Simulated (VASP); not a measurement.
# BeTe (F-43m) in VASP: settings compared

The runs below take BeTe through relaxation of cell and atoms, single point, with PBE+D3(BJ), BLYP, r2SCAN+D3(BJ), PBEsol, PBE.

Everything below comes from runs of VASP 6.6.1. Logs are shortened: lines on timing, memory, paths and dates and some standing lists are left out, and cuts for length are marked.

## 1. The cell of the first run

It takes space group F-43m (No. 216, cubic). Conventional cell: a = 5.540 Å, b = 5.540 Å, c = 5.540 Å, α = 90.00°, β = 90.00°, γ = 90.00°. Te (site symmetry -43m) has 4 Be at 2.40 Å within 3.2 Å. Within 3.2 Å of Be (site symmetry -43m) lie 4 Te at 2.40 Å.

## 2. Relaxation of cell and atoms, PBE+D3(BJ)

INCAR

```
ALGO = Normal
EDIFF = 1E-6
EDIFFG = -0.01
ENCUT = 600
GGA = PE
IBRION = 2
ISIF = 3
ISMEAR = -1
IVDW = 12
LASPH = True
LCHARG = False
LREAL = False
LWAVE = False
NELM = 100
NSW = 60
PREC = Accurate
SIGMA = 0.05
```

KPOINTS

```
k-points
0
Gamma
  8 8 8
```

POSCAR

```
BeTe
1.0
    0.0000000000      2.7700000000      2.7700000000
    2.7700000000      0.0000000000      2.7700000000
    2.7700000000      2.7700000000      0.0000000000
Te Be
1 1
Direct
    0.7500000000      0.7500000000      0.7500000000
    0.0000000000      0.0000000000      0.0000000000
```

Potentials or basis: VASP PAW PBE potentials, release 64 (Te, Be).

Run with:

```bash
$ cat potpaw_PBE.64/Te/POTCAR potpaw_PBE.64/Be/POTCAR > POTCAR
$ mpirun -np 1 vasp_std > vasp.out
```

OUTCAR:

```text
EDIFF = 1E-6
   EDIFFG = -0.01
   ENCUT = 600
   GGA = PE
   IBRION = 2
   ISIF = 3
   ISMEAR = -1
   IVDW = 12
   LASPH = True
   LREAL = False
   NELM = 100
   NSW = 60
   PREC = Accurate
 IVDW          = 12

 ion  position               nearest neighbor table
   1  0.750  0.750  0.750-   2 2.40   2 2.40   2 2.40   2 2.40
   2  0.000  0.000  0.000-   1 2.40   1 2.40   1 2.40   1 2.40

  LATTYP: Found a face centered cubic cell.
 ALAT       =     5.5400000000

  Lattice vectors:

 A1 = (   0.0000000000,   2.7700000000,   2.7700000000)
 A2 = (   2.7700000000,   0.0000000000,   2.7700000000)
 A3 = (   2.7700000000,   2.7700000000,   0.0000000000)

Analysis of symmetry for initial positions (statically):
=====================================================================
 Subroutine PRICEL returns:
 Original cell was already a primitive cell.

 Routine SETGRP: Setting up the symmetry group for a
 face centered cubic supercell.

 Subroutine GETGRP returns: Found 24 space group operations
 (whereof 24 operations were pure point group operations)
 out of a pool of 48 trial point group operations.

The static configuration has the point symmetry T_d .

Analysis of symmetry for dynamics (positions and initial velocities):
=====================================================================
 Subroutine PRICEL returns:
 Original cell was already a primitive cell.

 Routine SETGRP: Setting up the symmetry group for a
 face centered cubic supercell.

 Subroutine GETGRP returns: Found 24 space group operations
 (whereof 24 operations were pure point group operations)
 out of a pool of 48 trial point group operations.

The dynamic configuration has the point symmetry T_d .

 Subroutine INISYM returns: Found 24 space group operations
 (whereof 24 operations are pure point group operations),
 and found     1 'primitive' translations

----------------------------------------------------------------------------------------

                                     Primitive cell

  volume of cell :      42.5079

  direct lattice vectors                    reciprocal lattice vectors
     0.000000000  2.770000000  2.770000000    -0.180505415  0.180505415  0.180505415
     2.770000000  0.000000000  2.770000000     0.180505415 -0.180505415  0.180505415
     2.770000000  2.770000000  0.000000000     0.180505415  0.180505415 -0.180505415

  length of vectors
     3.917371568  3.917371568  3.917371568     0.312644550  0.312644550  0.312644550

  position of ions in fractional coordinates (direct lattice)
     0.750000000  0.750000000  0.750000000
     0.000000000  0.000000000  0.000000000

  ion indices of the primitive-cell ions
   primitive index   ion index
                 1           1
                 2           2

----------------------------------------------------------------------------------------

 KPOINTS: k-points

Automatic generation of k-mesh.
 Grid dimensions read from file:
 generate k-points for:    8    8    8

 Generating k-lattice:

  Cartesian coordinates                     Fractional coordinates (reciprocal lattice)
    -0.022563177  0.022563177  0.022563177     0.125000000  0.000000000  0.000000000
     0.022563177 -0.022563177  0.022563177     0.000000000  0.125000000  0.000000000
     0.022563177  0.022563177 -0.022563177     0.000000000  0.000000000  0.125000000

  Length of vectors
     0.039080569  0.039080569  0.039080569

  Shift w.r.t. Gamma in fractional coordinates (k-lattice)
     0.000000000  0.000000000  0.000000000

 Subroutine IBZKPT returns following result:
 ===========================================

 Found     29 irreducible k-points:

 Following reciprocal coordinates:
            Coordinates               Weight
  0.000000  0.000000  0.000000      1.000000
  0.125000  0.000000  0.000000      8.000000
  0.250000  0.000000  0.000000      8.000000
  0.375000  0.000000  0.000000      8.000000
  0.500000  0.000000  0.000000      4.000000
  0.125000  0.125000  0.000000      6.000000
[... 16 lines left out ...]
  0.500000  0.250000  0.125000     48.000000
 -0.375000  0.250000  0.125000     24.000000
 [... further k-points ...]
   k-points           NKPTS =     29   k-points in BZ     NKDIM =     29   number of bands    NBANDS=      8
   number of dos      NEDOS =    301   number of ions     NIONS =      2
   total plane-waves  NPLWV =  32768
   dimension x,y,z NGX =    32 NGY =   32 NGZ =   32
   dimension x,y,z NGXF=    64 NGYF=   64 NGZF=   64
   ions per type =               1   1
   NGX,Y,Z   is equivalent  to a cutoff of  13.58, 13.58, 13.58 a.u.
   NGXF,Y,Z  is equivalent  to a cutoff of  27.16, 27.16, 27.16 a.u.
 SYSTEM =  unknown system
   PREC   = accura    normal or accurate (medium, high low for compatibility)
   ISTART =      0    job   : 0-new  1-cont  2-samecut
   ICHARG =      2    charge: 1-file 2-atom 10-const
   ISPIN  =      1    spin polarized calculation?
   LNONCOLLINEAR =      F non collinear calculations
   LSORBIT =      F    spin-orbit coupling
   LASPH  =      T    aspherical Exc in radial PAW
   ENCUT  =  600.0 eV  44.10 Ry    6.64 a.u.   7.82  7.82  7.82*2*pi/ulx,y,z
   NELM   =    100;   NELMIN=  2; NELMDL= -5     # of ELM steps
   EDIFF  = 0.1E-05   stopping-criterion for ELM
   LREAL  =      F    real-space projection
   EDIFFG = -.1E-01   stopping-criterion for IOM
   NSW    =     60    number of steps for IOM
   IBRION =      2    ionic relax: 0-MD 1-quasi-New 2-CG
   NFREE  =      1    steps in history (QN), initial steepest desc. (CG)
   ISIF   =      3    stress and relaxation
   ISYM   =      2    0-nonsym 1-usesym 2-fastsym
   POTIM  = 0.5000    time-step for ionic-motion
   TEBEG  =    0.0;   TEEND  =   0.0 temperature during run
   PSTRESS=    0.0 pullay stress
   NELECT =       8.0000    total number of electrons
   NUPDOWN=      -1.0000    fix difference up-down
   EMIN   =  10.00;   EMAX   =-10.00  energy-range for DOS
   EFERMI =   0.00;   METHOD = LEGACY
   ISMEAR =    -1;   SIGMA  =   0.05  broadening in eV -4-tet -1-fermi 0-gaus
   EFERMI_NEDOS =   21; number of points for ismear=-14 and -15
   IALGO  =     38    algorithm
   IMIX   =      4    mixing-type and parameters
     AMIX     =   0.40;   BMIX     =  1.00
     AMIX_MAG =   1.60;   BMIX_MAG =  1.00
  volume/ion in A,a.u.               =      21.25       143.43
  Fermi-wavevector in a.u.,A,eV,Ry     =   0.938170  1.772885 11.975354  0.880164
  Thomas-Fermi vector in A             =   2.065355
   LORBIT       =      0    0 simple, 1 ext, 2 COOP (PROOUT), +10 PAW based schemes
   GGA     = PE    functional components
   LHFCALC =     F    Hartree Fock is set to
   AEXX    =    0.0000 exact exchange contribution
   IVDW    =    12    specifies the selected vdW correction
   LEPSILON=     F    determine dielectric tensor
   LRPA    =     F    only Hartree local field effects (RPA)
 conjugate gradient relaxation of ions
 non-spin polarized calculation
  energy-cutoff  :      600.00
  volume of cell :       42.51
 maximum number of plane-waves:      1433
   NGX = 15   NGY = 15   NGZ = 15

--------------------------------------- Ionic step        1  -------------------------------------------

 number of electron       8.0000000 magnetization

 Free energy of the ion-electron system (eV)
  ---------------------------------------------------
  ext. energy  EPLUGINS =         0.00000000
  ---------------------------------------------------
  free energy    TOTEN  =        -7.58482009 eV

  energy without entropy =       -7.58482009  energy(sigma->0) =       -7.58482009

------------------------ aborting loop because EDIFF is reached ----------------------------------------

 Edisp (eV)   -0.71331

 E8    (eV) :    -0.3039

  FORCE on cell =-STRESS in cart. coord.  units (eV):
  Direction    XX          YY          ZZ          XY          YZ          ZX
  --------------------------------------------------------------------------------------
  -------------------------------------------------------------------------------------
  Total       0.42755     0.42755     0.42755     0.00000    -0.00000    -0.00000
  in kB      16.11488    16.11488    16.11488     0.00000    -0.00000    -0.00000
  external pressure =       16.11 kB  Pullay stress =        0.00 kB
[... 61 lines left out ...]
  energy  without entropy=       -8.3030466979  energy(sigma->0) =       -8.30304670

--------------------------------------- Ionic step        3  -------------------------------------------

 number of electron       8.0000000 magnetization

 Free energy of the ion-electron system (eV)
  ---------------------------------------------------
  ext. energy  EPLUGINS =         0.00000000
  ---------------------------------------------------
  free energy    TOTEN  =        -7.60846979 eV

  energy without entropy =       -7.60846979  energy(sigma->0) =       -7.60846979

 E-fermi :   6.3686     XC(G=0):  -9.1564

 val. band max:        5.3767783784   @ k =   0.0000   0.0000   0.0000
 cond. band min:       7.2885472362   @ k =   0.5000   0.5000   0.0000
 fundamental gap:      1.9117688578
 Fermi energy:         6.3685801479

 k-point     1 :       0.0000    0.0000    0.0000
  band No.  band energies     occupation
      1      -7.0864      2.00000
      2       5.3768      2.00000
      3       5.3768      2.00000
      4       5.3768      2.00000
      5       8.9647      0.00000
      6       8.9647      0.00000
      7       8.9647      0.00000
      8       9.3811      0.00000
[... 243 lines left out ...]
 k-point    24 :      -0.3750    0.2500    0.1250
  band No.  band energies     occupation
      1      -5.4262      2.00000
      2       0.1107      2.00000
      3       2.3909      2.00000
      4       3.3983      2.00000
      5       9.5723      0.00000
      6       9.7935      0.00000
      7      12.1215      0.00000
      8      13.2106      0.00000

 [... further k-points ...]

------------------------ aborting loop because EDIFF is reached ----------------------------------------

 Edisp (eV)   -0.69489

 E8    (eV) :    -0.2960

  FORCE on cell =-STRESS in cart. coord.  units (eV):
  Direction    XX          YY          ZZ          XY          YZ          ZX
  --------------------------------------------------------------------------------------
  -------------------------------------------------------------------------------------
  Total       0.00071     0.00071     0.00071    -0.00000    -0.00000     0.00000
  in kB       0.02625     0.02625     0.02625    -0.00000    -0.00000     0.00000
  external pressure =        0.03 kB  Pullay stress =        0.00 kB
[... 17 lines left out ...]
  FREE ENERGIE OF THE ION-ELECTRON SYSTEM (eV)
  ---------------------------------------------------
  free  energy   TOTEN  =        -8.3033572071 eV

  energy  without entropy=       -8.3033572070  energy(sigma->0) =       -8.30335721

 reached required accuracy - stopping structural energy minimisation
```

Run time: 15 s. Hardware: 1 thread of AMD EPYC 9R45 (Zen 5), shared host; peak memory 0.16 GiB.

What came out:

```yaml
Free_energy: -8.3034 eV
Relaxed_volume: 21.79 Å³/atom
Relaxed_cell: a = 3.950 Å, b = 3.950 Å, c = 3.950 Å, α = 60.00°, β = 60.00°, γ = 60.00°
Space_group_after_relaxing_to_0.05_Å: F-43m (No. 216)
Energy_gained_by_relaxing: 2.6 meV/atom
Ionic_steps: 3
Pressure_after_relaxing: 0.0 GPa
Band_gap_on_the_k_mesh: 1.91 eV, indirect (least direct gap 3.59 eV)
Dispersion_energy_per_atom: -0.347 eV
```

Step by step:
```csv
step,energy change (eV),largest force (eV/Å),pressure (GPa),volume (Å³)
1,0.0000,0.0000,1.61,42.51
2,-0.0049,0.0000,-0.37,43.84
3,-0.0052,0.0000,0.00,43.57
```

Final structure:
```yaml
crystal:
  lattice:
    - [0.00000, 2.79290, 2.79290]
    - [2.79290, 0.00000, 2.79290]
    - [2.79290, 2.79290, 0.00000]
  atoms:
    - { symbol: Te, position: [0.75000, 0.75000, 0.75000] }
    - { symbol: Be, position: [0.00000, 0.00000, 0.00000] }
```

Caveat: spin-orbit coupling is left out, which moves the levels of the heavy elements.

## 3. Relaxation of cell and atoms, BLYP

INCAR

```
AGGAC = 1.0
AGGAX = 1.0
ALDAC = 0.0
ALDAX = 1.0
ALGO = Normal
EDIFF = 1E-6
EDIFFG = -0.01
ENCUT = 600
GGA = B5
IBRION = 2
ISIF = 3
ISMEAR = -1
LASPH = T
LCHARG = F
LREAL = F
LWAVE = F
NELM = 60
NSW = 60
PREC = Accurate
SIGMA = 0.05
```

KPOINTS is that of step 2.

POSCAR is that of step 2.

Potentials or basis: VASP PAW PBE potentials, release 64 (Te, Be).

Run with:

```bash
$ cat potpaw_PBE.64/Te/POTCAR potpaw_PBE.64/Be/POTCAR > POTCAR
$ mpirun -np 1 vasp_std > vasp.out
```

Run time: 41 s. Hardware: 1 thread of AMD EPYC 9R45 (Zen 5), shared host; peak memory 0.16 GiB.

The run converged. Its results:

```yaml
Free_energy: -6.6219 eV
Relaxed_volume: 23.85 Å³/atom
Relaxed_cell: a = 4.071 Å, b = 4.071 Å, c = 4.071 Å, α = 60.00°, β = 60.00°, γ = 60.00°
Space_group_after_relaxing_to_0.05_Å: F-43m (No. 216)
Energy_gained_by_relaxing: 54.9 meV/atom
Ionic_steps: 3
Pressure_after_relaxing: 0.0 GPa
Band_gap_on_the_k_mesh: 2.37 eV, indirect (least direct gap 3.51 eV)
```

Step by step:
```csv
step,energy change (eV),largest force (eV/Å),pressure (GPa),volume (Å³)
1,0.0000,0.0000,7.44,42.51
2,-0.1056,0.0000,-1.15,48.88
3,-0.1098,0.0000,0.02,47.70
```

Final structure:
```xyz
2
Lattice="0.0000 2.8784 2.8784 2.8784 0.0000 2.8784 2.8784 2.8784 0.0000" Properties=species:S:1:pos:R:3 pbc="T T T"
Te    4.3176    4.3176    4.3176
Be    0.0000    0.0000    0.0000
```

Levels at points of the mesh, in eV from the valence-band top:
```
           k point  band 1  band 2  band 3  band 4  band 5  band 6  band 7  band 8
(0.00, 0.00, 0.00)  -11.83    0.00    0.00    0.00    3.51    3.76    3.76    3.76
(0.50, 0.00, 0.00)  -10.68   -5.02   -1.01   -1.01    3.04    4.74    4.74    8.06
(0.50, 0.50, 0.00)  -10.26   -4.69   -2.36   -2.36    2.37    2.91    9.30    9.30
```

Caveat: the PAW data sets were made with another functional, which shifts forces and pressure a little; spin-orbit coupling is left out, which moves the levels of the heavy elements; the volume moved by +12 % from the deposited cell, more than functionals usually miss. BLYP gives volumes clearly too large for solids.

[end of part 1 of 2]
